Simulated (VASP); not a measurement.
# Ca (P4/mmm) in VASP: notebook, part 2 of 2

VASP 6.6.1.

### Step 3. Single point, PBEsol (strain -0.0150 x Voigt [0, 1, 0, 0, 0, 0])

Input file INCAR:

```
PREC = Accurate
ENCUT = 520
EDIFF = 1E-6
ISMEAR = 0
SIGMA = 0.15
LREAL = False
LASPH = True
NELM = 80
ALGO = Fast
ISIF = 2
LWAVE = False
LCHARG = False
GGA = PS
NBANDS = 11
```

Input file KPOINTS:

```
regular mesh
0
Gamma
  18 18 18
```

Input file POSCAR:

```
Ca
1.0
    3.4472033558      0.0000000000      0.0000000000
    0.0000000000      3.3954953055      0.0000000000
    0.0000000000      0.0000000000      3.4472033558
Ca
1
Direct
    0.0000000000      0.0000000000      0.0000000000
```

Potentials or basis: VASP PAW PBE potentials, release 64 (Ca_sv).

Started as:

```sh
$ cat potpaw_PBE.64/Ca_sv/POTCAR > POTCAR
$ mpirun -np 1 vasp_std > vasp.out
```

OUTCAR:

```text
PREC = Accurate
   ENCUT = 520
   EDIFF = 1E-6
   ISMEAR = 0
   LREAL = False
   LASPH = True
   NELM = 80
   ISIF = 2
   GGA = PS

 ion  position               nearest neighbor table
   1  0.000  0.000  0.000-

  LATTYP: Found a simple tetragonal cell.
 ALAT       =     3.4472033558
 C/A-ratio  =     0.9850000000

  Lattice vectors:

 A1 = (  -3.4472033558,   0.0000000000,   0.0000000000)
 A2 = (   0.0000000000,   0.0000000000,   3.4472033558)
 A3 = (   0.0000000000,   3.3954953055,   0.0000000000)

Analysis of symmetry for initial positions (statically):
=====================================================================
 Subroutine PRICEL returns:
 Original cell was already a primitive cell.

 Routine SETGRP: Setting up the symmetry group for a
 simple tetragonal supercell.

 Subroutine GETGRP returns: Found 16 space group operations
 (whereof 16 operations were pure point group operations)
 out of a pool of 16 trial point group operations.

The static configuration has the point symmetry D_4h.

Analysis of symmetry for dynamics (positions and initial velocities):
=====================================================================
 Subroutine PRICEL returns:
 Original cell was already a primitive cell.

 Routine SETGRP: Setting up the symmetry group for a
 simple tetragonal supercell.

 Subroutine GETGRP returns: Found 16 space group operations
 (whereof 16 operations were pure point group operations)
 out of a pool of 16 trial point group operations.

The dynamic configuration has the point symmetry D_4h.

 Subroutine INISYM returns: Found 16 space group operations
 (whereof 16 operations are pure point group operations),
 and found     1 'primitive' translations

----------------------------------------------------------------------------------------

                                     Primitive cell

  volume of cell :      40.3494

  direct lattice vectors                    reciprocal lattice vectors
     3.447203356  0.000000000  0.000000000     0.290090226  0.000000000  0.000000000
     0.000000000  3.395495305  0.000000000     0.000000000  0.294507843  0.000000000
     0.000000000  0.000000000  3.447203356     0.000000000  0.000000000  0.290090226

  length of vectors
     3.447203356  3.395495305  3.447203356     0.290090226  0.294507843  0.290090226

  position of ions in fractional coordinates (direct lattice)
     0.000000000  0.000000000  0.000000000

  ion indices of the primitive-cell ions
   primitive index   ion index
                 1           1

----------------------------------------------------------------------------------------

 KPOINTS: regular mesh

Automatic generation of k-mesh.
 Grid dimensions read from file:
 generate k-points for:   18   18   18

 Generating k-lattice:

  Cartesian coordinates                     Fractional coordinates (reciprocal lattice)
     0.016116124  0.000000000  0.000000000     0.055555556  0.000000000  0.000000000
     0.000000000  0.016361547  0.000000000     0.000000000  0.055555556  0.000000000
     0.000000000  0.000000000  0.016116124     0.000000000  0.000000000  0.055555556

  Length of vectors
     0.016116124  0.016361547  0.016116124

  Shift w.r.t. Gamma in fractional coordinates (k-lattice)
     0.000000000  0.000000000  0.000000000

 Subroutine IBZKPT returns following result:
 ===========================================

 Found    550 irreducible k-points:

 Following reciprocal coordinates:
            Coordinates               Weight
  0.000000  0.000000  0.000000      1.000000
  0.055556  0.000000  0.000000      4.000000
  0.111111  0.000000  0.000000      4.000000
  0.166667  0.000000  0.000000      4.000000
  0.222222  0.000000  0.000000      4.000000
  0.277778  0.000000  0.000000      4.000000
[... 16 lines left out ...]
  0.111111  0.111111  0.000000      8.000000
  0.166667  0.111111  0.000000      8.000000
 [... further k-points ...]
   k-points           NKPTS =    550   k-points in BZ     NKDIM =    550   number of bands    NBANDS=     11
   number of dos      NEDOS =    301   number of ions     NIONS =      1
   total plane-waves  NPLWV =  21952
   dimension x,y,z NGX =    28 NGY =   28 NGZ =   28
   dimension x,y,z NGXF=    56 NGYF=   56 NGZF=   56
   ions per type =               1
   NGX,Y,Z   is equivalent  to a cutoff of  13.50, 13.71, 13.50 a.u.
   NGXF,Y,Z  is equivalent  to a cutoff of  27.01, 27.42, 27.01 a.u.
 SYSTEM =  unknown system
   PREC   = accura    normal or accurate (medium, high low for compatibility)
   ISTART =      0    job   : 0-new  1-cont  2-samecut
   ICHARG =      2    charge: 1-file 2-atom 10-const
   ISPIN  =      1    spin polarized calculation?
   LNONCOLLINEAR =      F non collinear calculations
   LSORBIT =      F    spin-orbit coupling
   LASPH  =      T    aspherical Exc in radial PAW
   ENCUT  =  520.0 eV  38.22 Ry    6.18 a.u.   6.41  6.31  6.41*2*pi/ulx,y,z
   NELM   =     80;   NELMIN=  2; NELMDL= -5     # of ELM steps
   EDIFF  = 0.1E-05   stopping-criterion for ELM
   LREAL  =      F    real-space projection
[... 7 lines left out ...]
   TEBEG  =    0.0;   TEEND  =   0.0 temperature during run
   PSTRESS=    0.0 pullay stress
   NELECT =      10.0000    total number of electrons
   NUPDOWN=      -1.0000    fix difference up-down
   EMIN   =  10.00;   EMAX   =-10.00  energy-range for DOS
   EFERMI =   0.00;   METHOD = LEGACY
   ISMEAR =     0;   SIGMA  =   0.15  broadening in eV -4-tet -1-fermi 0-gaus
   EFERMI_NEDOS =   21; number of points for ismear=-14 and -15
   IALGO  =     68    algorithm
   IMIX   =      4    mixing-type and parameters
     AMIX     =   0.40;   BMIX     =  1.00
     AMIX_MAG =   1.60;   BMIX_MAG =  1.00
  volume/ion in A,a.u.               =      40.35       272.29
  Fermi-wavevector in a.u.,A,eV,Ry     =   1.028322  1.943247 14.387432  1.057446
  Thomas-Fermi vector in A             =   2.162313
   LORBIT       =      0    0 simple, 1 ext, 2 COOP (PROOUT), +10 PAW based schemes
   GGA     = PS    functional components
   LHFCALC =     F    Hartree Fock is set to
   AEXX    =    0.0000 exact exchange contribution
   IVDW    =     0    specifies the selected vdW correction
   LEPSILON=     F    determine dielectric tensor
   LRPA    =     F    only Hartree local field effects (RPA)
 non-spin polarized calculation
 RMM-DIIS sequential band-by-band and
 Gauss-broadening in eV      SIGMA  =   0.15
  energy-cutoff  :      520.00
  volume of cell :       40.35
 maximum number of plane-waves:      1104
 NGX is ok and might be reduce to    28
   NGX = 13   NGY = 13   NGZ = 13

 number of electron      10.0000001 magnetization

 Free energy of the ion-electron system (eV)
  ---------------------------------------------------
  ext. energy  EPLUGINS =         0.00000000
  ---------------------------------------------------
  free energy    TOTEN  =        -1.74337840 eV

  energy without entropy =       -1.73289335  energy(sigma->0) =       -1.73813588

 E-fermi :   1.9561     XC(G=0):  -7.9329

 val. band max:        1.9497178655   @ k =   0.5000   0.1667   0.2222
 cond. band min:       1.9564053158   @ k =   0.1667   0.4444   0.0000
 fundamental gap:      0.0066874503
 Fermi energy:         1.9560970845

 k-point     1 :       0.0000    0.0000    0.0000
  band No.  band energies     occupation
      1     -39.9385      2.00000
      2     -20.8871      2.00000
      3     -20.8871      2.00000
      4     -20.8739      2.00000
      5      -1.9831      2.00000
      6       2.7623      0.00000
      7       2.7660      0.00000
      8       6.2635      0.00000
      9       6.3146      0.00000
     10       6.3146      0.00000
     11      10.8859      0.00000

 k-point     2 :       0.0556    0.0000    0.0000
  band No.  band energies     occupation
      1     -39.9378      2.00000
      2     -20.8951      2.00000
      3     -20.8865      2.00000
      4     -20.8733      2.00000
      5      -1.9372      2.00000
      6       2.7763      0.00000
      7       2.7821      0.00000
      8       6.2080      0.00000
      9       6.2626      0.00000
     10       6.3180      0.00000
     11      10.5655      0.00000
[... 295 lines left out ...]
 k-point    24 :       0.1667    0.1111    0.0000
  band No.  band energies     occupation
      1     -39.9294      2.00000
      2     -20.9494      2.00000
      3     -20.9033      2.00000
      4     -20.8786      2.00000
      5      -1.3947      2.00000
      6       2.9295      0.00000
      7       2.9723      0.00000
      8       5.6344      0.00000
      9       5.8548      0.00000
     10       6.1537      0.00000
     11       9.4068      0.00000

 [... further k-points ...]
[... 5 lines left out ...]
  --------------------------------------------------------------------------------------
  -------------------------------------------------------------------------------------
  Total       -0.0038590      0.2331877     -0.0038590      0.0000000      0.0000000      0.0000000
  in kB       -0.1532311      9.2593232     -0.1532311      0.0000000      0.0000000      0.0000000
  external PRESSURE =       2.9842870 kB  Pullay stress =       0.0000000 kB

 VOLUME and BASIS-vectors are now :
 -----------------------------------------------------------------------------
  energy-cutoff  :      520.00
  volume of cell :       40.35
      direct lattice vectors                 reciprocal lattice vectors
     3.447203356  0.000000000  0.000000000     0.290090226  0.000000000  0.000000000
     0.000000000  3.395495305  0.000000000     0.000000000  0.294507843  0.000000000
     0.000000000  0.000000000  3.447203356     0.000000000  0.000000000  0.290090226

 POSITION                                       TOTAL-FORCE (eV/Angst)
 -----------------------------------------------------------------------------------
      0.00000      0.00000      0.00000         0.000000      0.000000      0.000000
 -----------------------------------------------------------------------------------
    total drift:                               -0.000000     -0.000000     -0.000000

  FREE ENERGIE OF THE ION-ELECTRON SYSTEM (eV)
  ---------------------------------------------------
  free  energy   TOTEN  =        -1.7433783990 eV

  energy  without entropy=       -1.7328933523  energy(sigma->0) =       -1.73813588
```

stdout:

```text
POSCAR found type information on POSCAR Ca
 POSCAR found :  1 types and       1 ions
 scaLAPACK will be used
 -----------------------------------------------------------------------------
|                                                                             |
|                                                                             |
|     You enforced a specific xc type in the INCAR file but a different       |
|     I HOPE YOU KNOW WHAT YOU ARE DOING!                                     |
|                                                                             |
 -----------------------------------------------------------------------------

 LDA part: xc-table for (Slater+PW92), standard interpolation
 POSCAR, INCAR and KPOINTS ok, starting setup
 FFT: planning ... GRIDC
 FFT: planning ... GRID_SOFT
 FFT: planning ... GRID
 WAVECAR not read
 entering main loop
WARNING in EDDRMM: call to ZHEGV failed, returncode =   6  3     11
WARNING in EDDRMM: call to ZHEGV failed, returncode =   6  3      6
WARNING in EDDRMM: call to ZHEGV failed, returncode =   6  3      6
WARNING in EDDRMM: call to ZHEGV failed, returncode =   6  3      5
WARNING in EDDRMM: call to ZHEGV failed, returncode =   6  3      5
```

Run time: 2.1 min. Hardware: 1 thread of Intel Xeon 6975P-C (Granite Rapids), shared host; peak memory 0.34 GiB.

What came out:

```yaml
Free_energy: -1.7434 eV
Pressure: 0.3 GPa
Band_gap_on_the_k_mesh: zero (bands 5 and 6 overlap by 1.13 eV)
```

Levels at points of the mesh, in eV from the Fermi level:
```csv
k point,band 2,band 3,band 4,band 5,band 6,band 7,band 8,band 9
"(0.00, 0.00, 0.00)",-22.84,-22.84,-22.83,-3.94,0.81,0.81,4.31,4.36
"(0.50, 0.00, 0.00)",-23.10,-22.82,-22.81,-1.20,-0.47,1.32,2.98,3.09
"(0.00, 0.50, 0.00)",-23.12,-22.82,-22.82,-1.10,-0.39,1.39,2.94,2.94
"(0.50, 0.50, 0.00)",-23.09,-23.06,-22.80,-0.47,1.01,2.59,2.63,3.26
"(0.50, 0.00, 0.50)",-23.07,-23.07,-22.79,-0.45,0.90,2.50,2.50,3.39
"(0.50, 0.50, 0.50)",-23.06,-23.03,-23.03,0.62,0.62,0.73,5.13,5.20
```

Caveat: the cell differs from its parent crystal (strain -0.0150 x Voigt [0, 1, 0, 0, 0, 0]); the PAW data sets were made with another functional, which shifts forces and pressure a little.

### Step 4. Single point, PBEsol (strain -0.0100 x Voigt [0, 1, 0, 0, 0, 0])

Input file INCAR:

```
PREC = Accurate
ENCUT = 520
EDIFF = 1E-6
ISMEAR = 0
SIGMA = 0.15
LREAL = F
LASPH = T
NELM = 100
ALGO = Fast
ISIF = 2
LWAVE = F
LCHARG = T
GGA = PS
LELF = T
LVHAR = T
NBANDS = 11
```

Input file KPOINTS:

```
Automatic mesh
0
Gamma
  18 18 18
```

Input file POSCAR:

```
Ca
1.0
    3.4472033558      0.0000000000      0.0000000000
    0.0000000000      3.4127313222      0.0000000000
    0.0000000000      0.0000000000      3.4472033558
Ca
1
Direct
    0.0000000000      0.0000000000      0.0000000000
```

Started as:

```sh
$ cat potpaw_PBE.64/Ca_sv/POTCAR > POTCAR
$ mpirun -np 1 vasp_std > vasp.out
```

Run time: 1.8 min. Hardware: 1 thread of Intel Xeon 6975P-C (Granite Rapids), shared host; peak memory 0.35 GiB.

It converged, with:

```yaml
Free_energy: -1.7444 eV
Pressure: 0.2 GPa
Band_gap_on_the_k_mesh: zero (bands 5 and 6 overlap by 1.12 eV)
```

Stress tensor (GPa, compression positive):
```
0.03 0.00 0.00
0.00 0.65 0.00
0.00 0.00 0.03
```

Levels at points of the mesh, in eV from the Fermi level:
```tsv
k point	band 3	band 4	band 5	band 6	band 7	band 8
(0.00, 0.00, 0.00)	-22.85	-22.84	-3.93	0.81	0.81	4.30
(0.50, 0.00, 0.00)	-22.83	-22.82	-1.20	-0.47	1.33	2.98
(0.00, 0.50, 0.00)	-22.83	-22.83	-1.12	-0.42	1.37	2.95
(0.50, 0.50, 0.00)	-23.07	-22.81	-0.46	1.00	2.57	2.59
(0.50, 0.00, 0.50)	-23.08	-22.80	-0.45	0.92	2.51	2.51
(0.50, 0.50, 0.50)	-23.04	-23.04	0.64	0.64	0.71	5.12
```

Caveat: the cell differs from its parent crystal (strain -0.0100 x Voigt [0, 1, 0, 0, 0, 0]); the PAW data sets were made with another functional, which shifts forces and pressure a little.

### Step 5. Single point, PBEsol (strain -0.0050 x Voigt [0, 1, 0, 0, 0, 0])

Input file INCAR:

```
PREC     = Accurate       # precision mode
ENCUT    = 520            # plane-wave cutoff, eV
EDIFF    = 1E-6           # SCF threshold, eV
ISMEAR   = 0              # smearing method
SIGMA    = 0.15           # smearing width, eV
LREAL    = F              # projectors in reciprocal space
LASPH    = T              # aspherical terms in the spheres
NELM     = 60             # most SCF steps
ALGO     = Fast           # electronic algorithm
ISIF     = 2              # what is computed and relaxed
LWAVE    = F              # write WAVECAR
LCHARG   = F              # write CHGCAR
GGA      = PS             # functional
NBANDS   = 11             # bands
```

KPOINTS is that of step 4.

Input file POSCAR:

```
Ca
1.0
    3.4472033558      0.0000000000      0.0000000000
    0.0000000000      3.4299673390      0.0000000000
    0.0000000000      0.0000000000      3.4472033558
Ca
1
Direct
    0.0000000000      0.0000000000      0.0000000000
```

Started as:

```sh
$ cat potpaw_PBE.64/Ca_sv/POTCAR > POTCAR
$ mpirun -np 1 vasp_std > vasp.out
```

Wall time 1.9 min (1 thread of Intel Xeon 6975P-C (Granite Rapids), shared host); peak memory 0.35 GiB.

The run converged. Its results:

```
Free energy            : -1.7451 eV
Pressure               : 0.2 GPa
Band gap on the k mesh : zero (bands 5 and 6 overlap by 1.11 eV)
```

Stress tensor (GPa, compression positive):
```
0.07 0.00 0.00
0.00 0.38 0.00
0.00 0.00 0.07
```

Levels at points of the mesh, in eV from the Fermi level:
```tsv
k point	band 3	band 4	band 5	band 6	band 7	band 8
(0.00, 0.00, 0.00)	-22.86	-22.86	-3.93	0.81	0.81	4.29
(0.50, 0.00, 0.00)	-22.84	-22.84	-1.19	-0.46	1.33	2.98
(0.00, 0.50, 0.00)	-22.84	-22.84	-1.15	-0.44	1.35	2.96
(0.50, 0.50, 0.00)	-23.08	-22.82	-0.45	0.98	2.54	2.55
(0.50, 0.00, 0.50)	-23.09	-22.82	-0.44	0.94	2.51	2.51
(0.50, 0.50, 0.50)	-23.05	-23.05	0.65	0.65	0.69	5.11
```

Caveat: the cell differs from its parent crystal (strain -0.0050 x Voigt [0, 1, 0, 0, 0, 0]); the PAW data sets were made with another functional, which shifts forces and pressure a little.

### Step 6. Overview

```tsv
cell	further INCAR settings	gap on the mesh (eV)	pressure (GPa)
a = 3.447, b = 3.378 Å, 1 atom	ALGO = Fast; EDIFF = 1e-07; NBANDS = 11	none	0.4
a = 3.447, b = 3.395 Å, 1 atom	ALGO = Fast; EDIFF = 1e-06; NBANDS = 11	none	0.3
a = 3.447, b = 3.413 Å, 1 atom	ALGO = Fast; EDIFF = 1e-06; NBANDS = 11	none	0.2
a = 3.447, b = 3.430 Å, 1 atom	ALGO = Fast; EDIFF = 1e-06; NBANDS = 11	none	0.2
```

Alike in all rows: task single point; level PBEsol; potentials or basis VASP PAW PBE potentials, release 64 (Ca_sv); no spin polarisation; k mesh 18 × 18 × 18; cutoff (eV) 520; smearing gaussian 0.15 eV.

Caveats: the PAW data sets were made with another functional, which shifts forces and pressure a little.

Absolute energies hang on the potentials; compare differences alone.
